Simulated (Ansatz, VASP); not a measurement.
**One calculation of Ga, two programs**

```
Ga
1.0
     1.42968   -4.05775   -0.01307
     1.47033    4.07225    0.02757
     0.01585    0.01585    3.17000
Ga
2
Direct
  0.86700 0.13300 0.25000
  0.13300 0.86700 0.75000
```

Change from the starting cell: equal xy, yz and zx shear strains of +1 %, crystal datasets.

Alike in both runs: task electric field gradients; functional PBE; k mesh 12 × 12 × 10; occupations fermi-dirac, width 0.08 eV; no spin polarisation.

|  | VASP | Ansatz |
| --- | --- | --- |
| version | VASP 6.6.1 | Ansatz 0.2.0 |
| potentials or method | VASP PAW PBE potentials, release 64 (Ga_d), cutoff 520 eV | all-electron PAW with datasets made for the crystal, scalar-relativistic |

Ansatz gave:

- pressure (GPa): 1.7
- traceless stress, the component that is largest in VASP (GPa): -2.39
- rms of the force components (eV/Å): 0.112
- size of Vzz on the site where it differs most (V/Å²): 28.6

**Question.** What did VASP give for the same quantities?

**Answer.** Pressure (GPa): 1.8; traceless stress, the component that is largest in VASP (GPa): -2.40; rms of the force components (eV/Å): 0.113; size of Vzz on the site where it differs most (V/Å²): 26.9.

Atom by atom the forces differ by 0.001 eV/Å (rms over components). Ansatz ran all-electron here, and VASP with PAW potentials. Ansatz's warnings: printed levels off.
